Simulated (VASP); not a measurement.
# Mg (P6_3/mmc) in VASP: single point with PBE

Aim: the single point of Mg with PBE.

Everything below comes from runs of VASP 6.6.1. Logs are shortened: lines on timing, memory, paths and dates and some standing lists are left out, and cuts for length are marked.

## 1. The cell of the first run

It takes space group P6_3/mmc (No. 194, hexagonal). Conventional cell: a = 3.338 Å, b = 3.338 Å, c = 5.627 Å, α = 90.00°, β = 90.00°, γ = 120.00°. Mg (site symmetry -6m2) has 12 Mg at 3.34 to 3.41 Å within 4.4 Å.

## 2. Single point, PBE (strain +0.040 along x and y, +0.080 along z)

INCAR reads:

```
SYSTEM = Mg
PREC     = Accurate       ! precision mode
ENCUT    = 520            ! plane-wave cutoff, eV
EDIFF    = 1E-7           ! SCF threshold, eV
ISMEAR   = 0              ! smearing method
SIGMA    = 0.15           ! smearing width, eV
LREAL    = .False.        ! projectors in reciprocal space
LASPH    = .True.         ! aspherical terms in the spheres
NELM     = 60             ! most SCF steps
ALGO     = Fast           ! electronic algorithm
ISIF     = 2              ! what is computed and relaxed
LWAVE    = .False.        ! write WAVECAR
LCHARG   = .False.        ! write CHGCAR
GGA      = PE             ! functional
NBANDS   = 9              ! bands
```

KPOINTS reads:

```
regular mesh
0
Gamma
  18 18 10
  0 0 0
```

POSCAR reads:

```
Mg
1.0
    3.3376423938      0.0000000000      0.0000000000
   -1.6688211969      2.8904831018      0.0000000000
    0.0000000000      0.0000000000      5.6271564000
Mg
2
Direct
    0.3333333333      0.6666666667      0.2500000000
    0.6666666667      0.3333333333      0.7500000000
```

Potentials or basis: VASP PAW PBE potentials, release 64 (Mg).

Started as:

```bash
cat potpaw_PBE.64/Mg/POTCAR > POTCAR
mpirun -np 1 vasp_std > vasp.out
```

OUTCAR:

```text
SYSTEM = Mg
   PREC = Accurate
   ENCUT = 520
   EDIFF = 1E-7
   ISMEAR = 0
   LREAL = .False.
   LASPH = .True.
   NELM = 60
   ISIF = 2
   GGA = PE

 ion  position               nearest neighbor table
   1  0.333  0.667  0.250-   2 3.41   2 3.41   2 3.41   2 3.41   2 3.41   2 3.41
   2  0.667  0.333  0.750-   1 3.41   1 3.41   1 3.41   1 3.41   1 3.41   1 3.41

  LATTYP: Found a hexagonal cell.
 ALAT       =     3.3376423938
 C/A-ratio  =     1.6859674393

  Lattice vectors:

 A1 = (   3.3376423938,   0.0000000000,   0.0000000000)
 A2 = (  -1.6688211969,   2.8904831018,   0.0000000000)
 A3 = (   0.0000000000,   0.0000000000,   5.6271564000)

Analysis of symmetry for initial positions (statically):
=====================================================================
 Subroutine PRICEL returns:
 Original cell was already a primitive cell.

 Routine SETGRP: Setting up the symmetry group for a
 hexagonal supercell.

 Subroutine GETGRP returns: Found 24 space group operations
 (whereof 12 operations were pure point group operations)
 out of a pool of 24 trial point group operations.

The static configuration has the point symmetry D_3d.
 The point group associated with its full space group is D_6h.

Analysis of symmetry for dynamics (positions and initial velocities):
=====================================================================
 Subroutine PRICEL returns:
 Original cell was already a primitive cell.

 Routine SETGRP: Setting up the symmetry group for a
 hexagonal supercell.

 Subroutine GETGRP returns: Found 24 space group operations
 (whereof 12 operations were pure point group operations)
 out of a pool of 24 trial point group operations.

The dynamic configuration has the point symmetry D_3d.
 The point group associated with its full space group is D_6h.

 Subroutine INISYM returns: Found 24 space group operations
 (whereof 12 operations are pure point group operations),
 and found     1 'primitive' translations

----------------------------------------------------------------------------------------

                                     Primitive cell

  volume of cell :      54.2874

  direct lattice vectors                    reciprocal lattice vectors
     3.337642394  0.000000000  0.000000000     0.299612685  0.172981464  0.000000000
    -1.668821197  2.890483102  0.000000000     0.000000000  0.345962929  0.000000000
     0.000000000  0.000000000  5.627156400     0.000000000  0.000000000  0.177709651

  length of vectors
     3.337642394  3.337642394  5.627156400     0.345962929  0.345962929  0.177709651

  position of ions in fractional coordinates (direct lattice)
     0.333333333  0.666666667  0.250000000
     0.666666667  0.333333333  0.750000000

  ion indices of the primitive-cell ions
   primitive index   ion index
                 1           1
                 2           2

----------------------------------------------------------------------------------------

 KPOINTS: regular mesh

Automatic generation of k-mesh.
 Grid dimensions read from file:
 generate k-points for:   18   18   10

 Generating k-lattice:

  Cartesian coordinates                     Fractional coordinates (reciprocal lattice)
     0.016645149  0.009610081  0.000000000     0.055555556  0.000000000  0.000000000
     0.000000000  0.019220163  0.000000000     0.000000000  0.055555556  0.000000000
     0.000000000  0.000000000  0.017770965     0.000000000  0.000000000  0.100000000

  Length of vectors
     0.019220163  0.019220163  0.017770965

  Shift w.r.t. Gamma in fractional coordinates (k-lattice)
     0.000000000  0.000000000  0.000000000

 Subroutine IBZKPT returns following result:
 ===========================================

 Found    222 irreducible k-points:

 Following reciprocal coordinates:
            Coordinates               Weight
  0.000000  0.000000  0.000000      1.000000
  0.055556  0.000000  0.000000      6.000000
  0.111111  0.000000  0.000000      6.000000
  0.166667 -0.000000  0.000000      6.000000
  0.222222  0.000000  0.000000      6.000000
  0.277778  0.000000  0.000000      6.000000
[... 16 lines left out ...]
  0.333333  0.111111  0.000000     12.000000
  0.388889  0.111111  0.000000     12.000000
 [... further k-points ...]
   k-points           NKPTS =    222   k-points in BZ     NKDIM =    222   number of bands    NBANDS=      9
   number of dos      NEDOS =    301   number of ions     NIONS =      2
   total plane-waves  NPLWV =  32928
   dimension x,y,z NGX =    28 NGY =   28 NGZ =   42
   dimension x,y,z NGXF=    56 NGYF=   56 NGZF=   84
   ions per type =               2
   NGX,Y,Z   is equivalent  to a cutoff of  13.95, 13.95, 12.41 a.u.
   NGXF,Y,Z  is equivalent  to a cutoff of  27.89, 27.89, 24.82 a.u.
 SYSTEM =  Mg
   PREC   = accura    normal or accurate (medium, high low for compatibility)
   ISTART =      0    job   : 0-new  1-cont  2-samecut
   ICHARG =      2    charge: 1-file 2-atom 10-const
   ISPIN  =      1    spin polarized calculation?
   LNONCOLLINEAR =      F non collinear calculations
   LSORBIT =      F    spin-orbit coupling
   LASPH  =      T    aspherical Exc in radial PAW
   ENCUT  =  520.0 eV  38.22 Ry    6.18 a.u.   6.21  6.21 10.46*2*pi/ulx,y,z
   NELM   =     60;   NELMIN=  2; NELMDL= -5     # of ELM steps
   EDIFF  = 0.1E-06   stopping-criterion for ELM
   LREAL  =      F    real-space projection
   EDIFFG = 0.1E-05   stopping-criterion for IOM
   NSW    =      0    number of steps for IOM
   IBRION =     -1    ionic relax: 0-MD 1-quasi-New 2-CG
   NFREE  =      0    steps in history (QN), initial steepest desc. (CG)
   ISIF   =      2    stress and relaxation
   ISYM   =      2    0-nonsym 1-usesym 2-fastsym
   POTIM  = 0.5000    time-step for ionic-motion
   TEBEG  =    0.0;   TEEND  =   0.0 temperature during run
   PSTRESS=    0.0 pullay stress
   NELECT =       4.0000    total number of electrons
   NUPDOWN=      -1.0000    fix difference up-down
   EMIN   =  10.00;   EMAX   =-10.00  energy-range for DOS
   EFERMI =   0.00;   METHOD = LEGACY
   ISMEAR =     0;   SIGMA  =   0.15  broadening in eV -4-tet -1-fermi 0-gaus
   EFERMI_NEDOS =   21; number of points for ismear=-14 and -15
   IALGO  =     68    algorithm
   IMIX   =      4    mixing-type and parameters
     AMIX     =   0.40;   BMIX     =  1.00
     AMIX_MAG =   1.60;   BMIX_MAG =  1.00
  volume/ion in A,a.u.               =      27.14       183.17
  Fermi-wavevector in a.u.,A,eV,Ry     =   0.686323  1.296962  6.408874  0.471039
  Thomas-Fermi vector in A             =   1.766518
   LORBIT       =      0    0 simple, 1 ext, 2 COOP (PROOUT), +10 PAW based schemes
   GGA     = PE    functional components
   LHFCALC =     F    Hartree Fock is set to
   AEXX    =    0.0000 exact exchange contribution
   IVDW    =     0    specifies the selected vdW correction
   LEPSILON=     F    determine dielectric tensor
   LRPA    =     F    only Hartree local field effects (RPA)
 non-spin polarized calculation
 RMM-DIIS sequential band-by-band and
 Gauss-broadening in eV      SIGMA  =   0.15
  energy-cutoff  :      520.00
  volume of cell :       54.29
 maximum number of plane-waves:      1485
 NGX is ok and might be reduce to    28
   NGX = 13   NGY = 13   NGZ = 21

 number of electron       4.0000000 magnetization

 Free energy of the ion-electron system (eV)
  ---------------------------------------------------
  ext. energy  EPLUGINS =         0.00000000
  ---------------------------------------------------
  free energy    TOTEN  =        -2.87821729 eV

  energy without entropy =       -2.86549648  energy(sigma->0) =       -2.87185688

 E-fermi :   1.8142     XC(G=0):  -7.9878

 val. band max:        1.8084131775   @ k =   0.3889   0.1667   0.4000
 cond. band min:       1.8244852824   @ k =   0.3889  -0.0000   0.1000
 fundamental gap:      0.0160721049
 Fermi energy:         1.8141829460

 k-point     1 :       0.0000    0.0000    0.0000
  band No.  band energies     occupation
      1      -4.4244      2.00000
      2       0.2379      2.00000
      3       0.2525      2.00000
      4      12.0605      0.00000
      5      12.0605      0.00000
      6      12.1776      0.00000
      7      12.1776      0.00000
      8      12.4128      0.00000
      9      13.6306      0.00000

 k-point     2 :       0.0556    0.0000    0.0000
  band No.  band energies     occupation
      1      -4.3687      2.00000
      2       0.2931      2.00000
      3       0.3044      2.00000
      4      10.7391      0.00000
      5      11.2968      0.00000
      6      11.9537      0.00000
      7      12.9590      0.00000
      8      13.0327      0.00000
      9      13.6612      0.00000

 k-point     3 :       0.1111    0.0000    0.0000
  band No.  band energies     occupation
      1      -4.2018      2.00000
      2       0.4580      2.00000
      3       0.4598      2.00000
      4       9.1565      0.00000
      5      10.5740      0.00000
      6      11.3408      0.00000
      7      12.8979      0.00000
      8      13.3669      0.00000
      9      13.9279      0.00000

 k-point     4 :       0.1667   -0.0000    0.0000
  band No.  band energies     occupation
      1      -3.9241      2.00000
      2       0.7190      2.00000
      3       0.7311      2.00000
      4       7.6043      0.00000
      5       9.9477      0.00000
      6      10.6283      0.00000
      7      11.9076      0.00000
      8      12.0063      0.00000
      9      13.7660      0.00000

 k-point     5 :       0.2222    0.0000    0.0000
  band No.  band energies     occupation
      1      -3.5366      2.00000
      2       1.0818      2.00000
      3       1.1091      2.00000
      4       6.1262      0.00000
      5       9.4185      0.00000
      6       9.8059      0.00000
      7      10.4406      0.00000
      8      11.0152      0.00000
      9      13.4113      0.00000

 k-point     6 :       0.2778    0.0000    0.0000
  band No.  band energies     occupation
      1      -3.0403      2.00000
      2       1.5483      1.98782
      3       1.5834      1.97043
      4       4.7418      0.00000
      5       8.8083      0.00000
      6       8.9861      0.00000
      7       9.0535      0.00000
      8      10.2857      0.00000
      9      13.0283      0.00000
[... 169 lines left out ...]
 k-point    21 :       0.2222    0.1111    0.0000
  band No.  band energies     occupation
      1      -2.8753      2.00000
      2       1.7038      1.70204
      3       1.7406      1.51228
      4       4.8930      0.00000
      5       6.7059      0.00000
      6       9.1787      0.00000
      7       9.3676      0.00000
      8      11.1750      0.00000
      9      11.1843      0.00000

 k-point    22 :       0.2778    0.1111    0.0000
  band No.  band energies     occupation
      1      -2.2727      2.00000
      2       2.2633      0.00002
      3       2.2734      0.00001
      4       3.6517      0.00000
      5       6.3097      0.00000
      6       7.9036      0.00000
      7       8.2018      0.00000
      8      10.7956      0.00000
      9      10.8555      0.00000

 k-point    23 :       0.3333    0.1111    0.0000
  band No.  band energies     occupation
      1      -1.5648      2.00000
      2       2.1650      0.00094
      3       2.9448      0.00000
      4       3.2187      0.00000
      5       5.9501      0.00000
      6       6.7203      0.00000
      7       7.1788      0.00000
      8      10.5233      0.00000
      9      10.6239      0.00000

 k-point    24 :       0.3889    0.1111    0.0000
  band No.  band energies     occupation
      1      -0.7545      2.00000
      2       1.1541      2.00000
      3       3.7103      0.00000
      4       3.8754      0.00000
      5       5.4523      0.00000
      6       5.6455      0.00000
      7       6.4944      0.00000
      8      10.3612      0.00000
      9      10.4837      0.00000

 [... further k-points ...]
[... 5 lines left out ...]
  --------------------------------------------------------------------------------------
  -------------------------------------------------------------------------------------
  Total       -1.3705573     -1.3705573     -1.6551890      0.0000000     -0.0000000      0.0000000
  in kB      -40.4490709    -40.4490709    -48.8493687      0.0000000     -0.0000000      0.0000000
  external PRESSURE =     -43.2491702 kB  Pullay stress =       0.0000000 kB

 VOLUME and BASIS-vectors are now :
 -----------------------------------------------------------------------------
  energy-cutoff  :      520.00
  volume of cell :       54.29
      direct lattice vectors                 reciprocal lattice vectors
     3.337642394  0.000000000  0.000000000     0.299612685  0.172981464  0.000000000
    -1.668821197  2.890483102  0.000000000     0.000000000  0.345962929  0.000000000
     0.000000000  0.000000000  5.627156400     0.000000000  0.000000000  0.177709651

 POSITION                                       TOTAL-FORCE (eV/Angst)
 -----------------------------------------------------------------------------------
     -0.00000      1.92699      1.40679         0.000000      0.000000      0.000000
      1.66882      0.96349      4.22037        -0.000000     -0.000000      0.000000
 -----------------------------------------------------------------------------------
    total drift:                               -0.000000      0.000000     -0.000000

  FREE ENERGIE OF THE ION-ELECTRON SYSTEM (eV)
  ---------------------------------------------------
  free  energy   TOTEN  =        -2.8782172875 eV

  energy  without entropy=       -2.8654964761  energy(sigma->0) =       -2.87185688
```

Wall time 86 s (1 thread of AMD EPYC 7R13 (Zen 3), shared host); peak memory 0.22 GiB.

What came out:

- Free energy: -2.8782 eV
- Pressure: -4.3 GPa
- Band gap on the k mesh: zero (band 2 reaches 2.67 eV, above the bottom of band 3 at 0.25 eV)

Caveat: the cell differs from its parent crystal (strain +0.040 along x and y, +0.080 along z).
